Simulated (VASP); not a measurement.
# TiAl30 (a cell with a defect) in VASP: further runs, part 2 of 2

VASP 6.6.1. The steps go on from the part before.

## 3. Single point, PBE

Contents of INCAR:

```
SYSTEM = TiAl30
ALGO = Normal
EDIFF = 1E-7
ENCUT = 520
GGA = PE
ISIF = 2
ISMEAR = -1
LASPH = .True.
LCHARG = .False.
LREAL = Auto
LWAVE = .False.
NBANDS = 72
NELM = 80
PREC = Accurate
SIGMA = 0.15
```

Contents of KPOINTS:

```
k-points
0
Gamma
  3 3 3
  0 0 0
```

Contents of POSCAR:

```
TiAl30
1.0
    8.1000000000      0.0000000000      0.0000000000
    0.0000000000      8.1000000000      0.0000000000
    0.0000000000      0.0000000000      8.1000000000
Al Ti
30 1
Direct
    0.5002187206     -0.0022552222     -0.0023910783
    0.7516175863      0.2480026411      0.0018432421
    0.7515977206      0.0018618318      0.2478409063
   -0.0000300050      0.0032142635      0.0030826905
    0.2486697308      0.2479277936      0.0019409903
    0.4999862547      0.5000935297      0.0020429622
    0.7504948907      0.7486748081      0.0006274619
    0.2487283666      0.0019604763      0.2477683592
    0.5002099109      0.2495797394      0.2493596568
    0.7541310021      0.4958236180      0.2526408155
    0.4999824386      0.0022543751      0.4998502370
    0.7540741738      0.2527383973      0.4956206166
    0.7504675987      0.0009979217      0.7485679126
    0.0001569011      0.4945647292      0.0084156531
    0.2497493575      0.7488162739      0.0009481481
    0.2460314797      0.4957909745      0.2526889206
    0.5001437273      0.7485925308      0.2511113927
    0.0001490061      0.0086427441      0.4943254886
    0.2459656147      0.2528703501      0.4954647462
    0.5000127165      0.5002319637      0.5000797302
    0.7500591771      0.7501427814      0.5008156517
    0.2497343012      0.0009887070      0.7486418428
    0.5000230972      0.2512743297      0.7484630851
    0.7499732533      0.5007812451      0.7500119716
    0.0001589932      0.7489753837      0.2531448489
    0.2499721228      0.7500885932      0.5005625746
    0.0001237782      0.2532666194      0.7488252298
    0.2499430851      0.5009092564      0.7499535009
    0.4999628975      0.7498399659      0.7496427684
    0.0003166767      0.7519536323      0.7517245542
   -0.0001100747      0.5042893461      0.5041968197
```

Potentials or basis: VASP PAW PBE potentials, release 64 (Al, Ti_sv).

Command:

```bash
$ cat potpaw_PBE.64/Al/POTCAR potpaw_PBE.64/Ti_sv/POTCAR > POTCAR
$ mpirun -np 1 vasp_std > vasp.out
```

OUTCAR:

```text
SYSTEM = TiAl30
   EDIFF = 1E-7
   ENCUT = 520
   GGA = PE
   ISIF = 2
   ISMEAR = -1
   LASPH = .True.
   LREAL = Auto
   NELM = 80
   PREC = Accurate

 ion  position               nearest neighbor table
   1  0.500  0.998  0.998-  29 2.84  13 2.86   7 2.86  15 2.86  22 2.86   3 2.87   8 2.87   2 2.87
                             5 2.87  17 2.88  23 2.88   9 2.88
   2  0.752  0.248  0.002-   3 2.82   4 2.82  14 2.84  10 2.86   9 2.86  13 2.87  27 2.87   1 2.87
                             6 2.89  24 2.89  23 2.89
   3  0.752  0.002  0.248-   2 2.82   4 2.82  18 2.84  12 2.86   9 2.86   7 2.87  25 2.87   1 2.87
                            11 2.88  21 2.89  17 2.89
[... 1226 lines left out ...]
  external PRESSURE =     -12.8739554 kB  Pullay stress =       0.0000000 kB

 VOLUME and BASIS-vectors are now :
 -----------------------------------------------------------------------------
  energy-cutoff  :      520.00
  volume of cell :      531.44
      direct lattice vectors                 reciprocal lattice vectors
     8.100000000  0.000000000  0.000000000     0.123456790  0.000000000  0.000000000
     0.000000000  8.100000000  0.000000000     0.000000000  0.123456790  0.000000000
     0.000000000  0.000000000  8.100000000     0.000000000  0.000000000  0.123456790

 POSITION                                       TOTAL-FORCE (eV/Angst)
 -----------------------------------------------------------------------------------
      4.05177      8.08173      8.08063        -0.001844     -0.005716     -0.005853
      6.08810      2.00882      0.01493         0.001423     -0.004669      0.004306
      6.08794      0.01508      2.00751         0.001107      0.004461     -0.005534
      8.09976      0.02604      0.02497         0.004712      0.003984      0.002249
      2.01422      2.00822      0.01572        -0.005156     -0.004361     -0.000509
      4.04989      4.05076      0.01655         0.001663     -0.000899      0.005535
[... 23 lines left out ...]
      0.00257      6.09082      6.08897        -0.007622      0.002455      0.004095
      8.09911      4.08474      4.08399         0.004915      0.007151      0.002650
 -----------------------------------------------------------------------------------
    total drift:                                0.002735      0.014164      0.005339

  FREE ENERGIE OF THE ION-ELECTRON SYSTEM (eV)
  ---------------------------------------------------
  free  energy   TOTEN  =      -121.0377398968 eV

  energy  without entropy=     -120.0308385978  energy(sigma->0) =     -120.53428925
```

OSZICAR:

```text
N       E                     dE             d eps       ncg     rms          rms(c)
DAV:   1     0.255316112132E+03    0.25532E+03   -0.37545E+04  2128   0.117E+03
DAV:   2    -0.919618995376E+02   -0.34728E+03   -0.32693E+03  2272   0.187E+02
DAV:   3    -0.121918931342E+03   -0.29957E+02   -0.28598E+02  2768   0.488E+01
DAV:   4    -0.124126886728E+03   -0.22080E+01   -0.21871E+01  2928   0.115E+01
DAV:   5    -0.124195254825E+03   -0.68368E-01   -0.68295E-01  2640   0.192E+00    0.124E+01
DAV:   6    -0.128409815650E+03   -0.42146E+01   -0.48408E+01  3224   0.208E+01    0.326E+01
DAV:   7    -0.121459866435E+03    0.69499E+01   -0.80574E+01  2776   0.365E+01    0.624E+00
DAV:   8    -0.121383913363E+03    0.75953E-01   -0.63246E+00  2376   0.586E+00    0.417E+00
DAV:   9    -0.121079490345E+03    0.30442E+00   -0.10025E+00  2616   0.328E+00    0.992E-01
DAV:  10    -0.121039613247E+03    0.39877E-01   -0.15316E-01  2520   0.126E+00    0.556E-01
DAV:  11    -0.121038253538E+03    0.13597E-02   -0.27332E-02  2448   0.559E-01    0.388E-01
DAV:  12    -0.121037857710E+03    0.39583E-03   -0.61243E-03  2384   0.259E-01    0.230E-01
DAV:  13    -0.121037759753E+03    0.97957E-04   -0.58936E-04  2696   0.898E-02    0.906E-02
DAV:  14    -0.121037739331E+03    0.20422E-04   -0.31505E-04  2480   0.596E-02    0.131E-02
DAV:  15    -0.121037740283E+03   -0.95222E-06   -0.19116E-05  2408   0.162E-02    0.884E-03
DAV:  16    -0.121037740205E+03    0.78823E-07   -0.20663E-06  2720   0.512E-03    0.527E-03
DAV:  17    -0.121037739991E+03    0.21364E-06   -0.20926E-06  2544   0.471E-03    0.227E-03
DAV:  18    -0.121037739897E+03    0.94093E-07   -0.20089E-07  1896   0.181E-03
   1 F= -.12103774E+03 E0= -.12053429E+03  d E =-.100690E+01
```

It took 24 min on 1 thread of Intel Xeon 8259CL, shared host; peak memory 0.68 GiB.

Results:

| Quantity | Value |
| --- | --- |
| Free energy | -121.0377 eV |
| Pressure | -1.3 GPa |
| Largest force | 0.010 eV/Å |
| Band gap on the k mesh | zero (bands 51 and 52 overlap by 0.07 eV) |

Forces in eV/Å, atoms in the order of the input:
```
Al  -0.002 -0.006 -0.006
Al   0.001 -0.005  0.004
Al   0.001  0.004 -0.006
Al   0.005  0.004  0.002
Al  -0.005 -0.004 -0.001
Al   0.002 -0.001  0.006
Al   0.003 -0.006  0.006
Al  -0.005  0.003 -0.004
Al   0.000 -0.004 -0.005
Al  -0.001 -0.003 -0.005
Al   0.002  0.003  0.002
Al  -0.001 -0.003 -0.003
Al   0.003  0.002 -0.005
Al  -0.002  0.000  0.002
Al  -0.003 -0.007  0.000
Al   0.000 -0.003 -0.006
Al   0.001 -0.004  0.005
Al  -0.002  0.001  0.001
Al   0.001 -0.006  0.003
Al   0.002 -0.002  0.000
Al   0.001  0.002  0.005
Al  -0.002  0.003 -0.007
Al  -0.001  0.004 -0.003
Al   0.002  0.006 -0.001
Al  -0.005  0.000  0.003
Al   0.004  0.002  0.009
Al  -0.001  0.004  0.001
Al   0.003  0.005  0.000
Al   0.001 -0.001 -0.003
Al  -0.008  0.002  0.004
Ti   0.005  0.007  0.003
```

Levels at points of the mesh, in eV from the Fermi level:
| k point | band 47 | band 48 | band 49 | band 50 | band 51 | band 52 | band 53 | band 54 | band 55 | band 56 |
| --- | --- | --- | --- | --- | --- | --- | --- | --- | --- | --- |
| (0.00, 0.00, 0.00) | -0.37 | -0.33 | -0.29 | -0.08 | 0.06 | 0.47 | 0.47 | 0.53 | 0.58 | 0.59 |

## 4. Single point, PBE

Contents of INCAR:

```
PREC = Accurate
ENCUT = 520
EDIFF = 1E-7
ISMEAR = -1
SIGMA = 0.15
LREAL = Auto
LASPH = T
NELM = 60
ALGO = Normal
ISIF = 2
LWAVE = F
LCHARG = F
GGA = PE
NBANDS = 72
```

Contents of KPOINTS:

```
Automatic mesh
0
Gamma
  3 3 3
```

Contents of POSCAR:

```
TiAl30
1.0
    8.1000000000      0.0000000000      0.0000000000
    0.0000000000      8.1000000000      0.0000000000
    0.0000000000      0.0000000000      8.1000000000
Al Ti
30 1
Direct
    0.5000156790      0.0012981481      0.0013624691
    0.7587695062      0.2512561728      0.0053612346
    0.7589479012      0.0054819753      0.2510791358
    0.0000169136      0.0020346914      0.0016677778
    0.2412675309      0.2512370370      0.0053681481
    0.5000020988      0.4969741975     -0.0057008642
    0.7502376543      0.7518965432      0.0000538272
    0.2410780247      0.0054767901      0.2510982716
    0.5000195062      0.2444912346      0.2443987654
    0.7379775309      0.5029238272      0.2517703704
    0.5000259259     -0.0057892593      0.4967013580
    0.7377893827      0.2516312346      0.5030512346
    0.7498356790      0.0000630864      0.7519049383
    0.0000119753      0.4982327160      0.0042596296
    0.2497802469      0.7518820988      0.0000735802
    0.2620196296      0.5028876543      0.2517997531
    0.4999902469      0.7545522222      0.2475095062
    0.0000202469      0.0039488889      0.4983856790
    0.2622567901      0.2516177778      0.5030666667
    0.5000166667      0.5052420988      0.5052207407
    0.7549470370      0.7482661728      0.5012037037
    0.2502027160      0.0000482716      0.7519133333
    0.5000269136      0.2478516049      0.7546712346
    0.7552634568      0.5014561728      0.7480527160
    0.0000127160      0.7323986420      0.2559034568
    0.2450808642      0.7482446914      0.5012201235
    0.0000216049      0.2558479012      0.7323544444
    0.2447695062      0.5014460494      0.7480758025
    0.5000156790      0.7515790123      0.7517009877
    0.0000132099      0.7482145679      0.7478727160
   -0.0000134568      0.2811233333      0.2815677778
```

Potentials or basis: VASP PAW PBE potentials, release 64 (Al, Ti_sv).

Command:

```bash
$ cat potpaw_PBE.64/Al/POTCAR potpaw_PBE.64/Ti_sv/POTCAR > POTCAR
$ mpirun -np 1 vasp_std > vasp.out
```

OUTCAR:

```text
PREC = Accurate
   ENCUT = 520
   EDIFF = 1E-7
   ISMEAR = -1
   LREAL = Auto
   LASPH = T
   NELM = 60
   ISIF = 2
   GGA = PE

 ion  position               nearest neighbor table
   1  0.500  0.001  0.001-   9 2.78  17 2.82  23 2.83  22 2.86  13 2.86  29 2.86   7 2.86  15 2.86
                             3 2.91   8 2.91   5 2.91   2 2.91
   2  0.759  0.251  0.005-  14 2.80   4 2.81   3 2.82   9 2.85  10 2.86  13 2.89   6 2.89  24 2.91
                             1 2.91  23 2.92  27 2.95  31 2.98
   3  0.759  0.005  0.251-  18 2.80   4 2.81   2 2.82   9 2.85  12 2.86   7 2.89  11 2.89  21 2.91
                             1 2.91  17 2.92  25 2.95  31 2.98
   4  0.000  0.002  0.002-   5 2.81   2 2.81   3 2.81   8 2.81  15 2.86   7 2.86  22 2.86  13 2.86
[... 1225 lines left out ...]
  external PRESSURE =     -13.2297866 kB  Pullay stress =       0.0000000 kB

 VOLUME and BASIS-vectors are now :
 -----------------------------------------------------------------------------
  energy-cutoff  :      520.00
  volume of cell :      531.44
      direct lattice vectors                 reciprocal lattice vectors
     8.100000000  0.000000000  0.000000000     0.123456790  0.000000000  0.000000000
     0.000000000  8.100000000  0.000000000     0.000000000  0.123456790  0.000000000
     0.000000000  0.000000000  8.100000000     0.000000000  0.000000000  0.123456790

 POSITION                                       TOTAL-FORCE (eV/Angst)
 -----------------------------------------------------------------------------------
      4.05013      0.01051      0.01104         0.000391      0.030173      0.029973
      6.14603      2.03517      0.04343        -0.030834      0.029842      0.001461
      6.14748      0.04440      2.03374        -0.033650     -0.000955      0.030701
      0.00014      0.01648      0.01351        -0.000146      0.068267      0.070916
      1.95427      2.03502      0.04348         0.030254      0.029907      0.001728
      4.05002      4.02549      8.05382         0.000164      0.012204      0.054089
[... 23 lines left out ...]
      0.00011      6.06054      6.05777        -0.000066     -0.013221     -0.011079
      8.09989      2.27710      2.28070         0.001947     -0.609894     -0.619909
 -----------------------------------------------------------------------------------
    total drift:                               -0.000217      0.004055     -0.000207

  FREE ENERGIE OF THE ION-ELECTRON SYSTEM (eV)
  ---------------------------------------------------
  free  energy   TOTEN  =      -120.7889828919 eV

  energy  without entropy=     -119.7680570877  energy(sigma->0) =     -120.27851999
```

stdout:

```text
POSCAR found type information on POSCAR AlTi
 POSCAR found :  2 types and      31 ions
 scaLAPACK will be used
 LDA part: xc-table for (Slater+PW92), standard interpolation
 POSCAR, INCAR and KPOINTS ok, starting setup
 FFT: planning ... GRIDC
 FFT: planning ... GRID_SOFT
 FFT: planning ... GRID
 WAVECAR not read
 entering main loop
```

Run time: 44 min. Hardware: 1 thread of Intel Xeon 8259CL, shared host; peak memory 0.67 GiB.

Results:

```yaml
Free_energy: -120.7890 eV
Pressure: -1.3 GPa
Largest_force: 0.870 eV/Å
Band_gap_on_the_k_mesh: zero (bands 51 and 52 overlap by 0.23 eV)
```

Forces on the atoms (eV/Å):
```
Al   0.000  0.030  0.030
Al  -0.031  0.030  0.001
Al  -0.034 -0.001  0.031
Al   0.000  0.068  0.071
Al   0.030  0.030  0.002
Al   0.000  0.012  0.054
Al   0.014  0.027  0.036
Al   0.034 -0.001  0.030
Al   0.000  0.045  0.048
Al   0.112 -0.018  0.065
Al  -0.001  0.056  0.014
Al   0.114  0.066 -0.018
Al   0.019  0.037  0.027
Al   0.000  0.031 -0.040
Al  -0.015  0.028  0.036
Al  -0.111 -0.017  0.065
Al   0.000 -0.024  0.000
Al   0.000 -0.035  0.029
Al  -0.115  0.066 -0.018
Al   0.000 -0.008 -0.007
Al  -0.034  0.029  0.023
Al  -0.019  0.037  0.027
Al   0.000 -0.001 -0.024
Al  -0.038  0.020  0.033
Al   0.000  0.001  0.028
Al   0.033  0.030  0.023
Al   0.000  0.028  0.000
Al   0.037  0.020  0.033
Al   0.000  0.036  0.034
Al   0.000 -0.013 -0.011
Ti   0.002 -0.610 -0.620
```

## 5. The runs side by side

```csv
cell,gap on the mesh (eV),pressure (GPa),largest force (eV/Å)
"as given, atomic positions A",none,-1.1,0.93
"as given, atomic positions B",none,-1.3,0.01
"as given, atomic positions C",none,-1.3,0.87
```

Alike in all rows: task single point; level PBE; potentials or basis VASP PAW PBE potentials, release 64 (Al, Ti_sv); no spin polarisation; k mesh 3 × 3 × 3; cutoff (eV) 520; smearing fermi-dirac 0.15 eV.

Total energies depend on the potentials used, so only differences within one code and one set of settings carry meaning.
